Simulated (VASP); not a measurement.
Here is a VASP 6.6.1 calculation.

File POSCAR:

```
Rh
1.0
    0.0000000000      1.8978500000      1.8978500000
    1.8978500000      0.0000000000      1.8978500000
    1.8978500000      1.8978500000      0.0000000000
Rh
1
Direct
    0.0000000000      0.0000000000      0.0000000000
```

The input INCAR.step1:

```
PREC     = Accurate       # precision mode
ENCUT    = 580            # plane-wave cutoff, eV
ISMEAR   = -1             # smearing method
SIGMA    = 0.05           # smearing width, eV
LREAL    = F              # projectors in reciprocal space
LASPH    = T              # aspherical terms in the spheres
NELM     = 120            # most SCF steps
NBANDS   = 14             # bands
GGA      = PE             # functional
ALGO     = Normal         # electronic algorithm
EDIFF    = 1E-5           # SCF threshold, eV
LWAVE    = T              # write WAVECAR
LCHARG   = F              # write CHGCAR
GGA_COMPAT= F
```

The input INCAR.step2:

```
PREC     = Accurate       # precision mode
ENCUT    = 580            # plane-wave cutoff, eV
EDIFF    = 1E-6           # SCF threshold, eV
ISMEAR   = -1             # smearing method
SIGMA    = 0.05           # smearing width, eV
LREAL    = F              # projectors in reciprocal space
LASPH    = T              # aspherical terms in the spheres
NELM     = 120            # most SCF steps
ALGO     = Normal         # electronic algorithm
ISIF     = 2              # what is computed and relaxed
LWAVE    = F              # write WAVECAR
LCHARG   = F              # write CHGCAR
METAGGA  = R2SCAN         # meta-GGA
LMIXTAU  = T            
NBANDS   = 14             # bands
ISTART   = 1            
GGA_COMPAT= F
```

The input KPOINTS:

```
regular mesh
0
Gamma
  7 7 7
```

Potentials or basis: VASP PAW PBE potentials, release 64 (Rh_sv_GW).

The run is started by

```sh
$ cat potpaw_PBE.64/Rh_sv_GW/POTCAR > POTCAR
$ cp INCAR.step1 INCAR
$ mpirun -np 1 vasp_std > vasp.out
$ cp INCAR.step2 INCAR
$ mpirun -np 1 vasp_std > vasp.out
```

(1) What does it give for the pressure?

Results:

(1) -1.7 GPa.

Caveat: the k points lie up to 0.41 Å⁻¹ apart; the PAW data sets were made with another functional, which shifts forces and pressure a little.
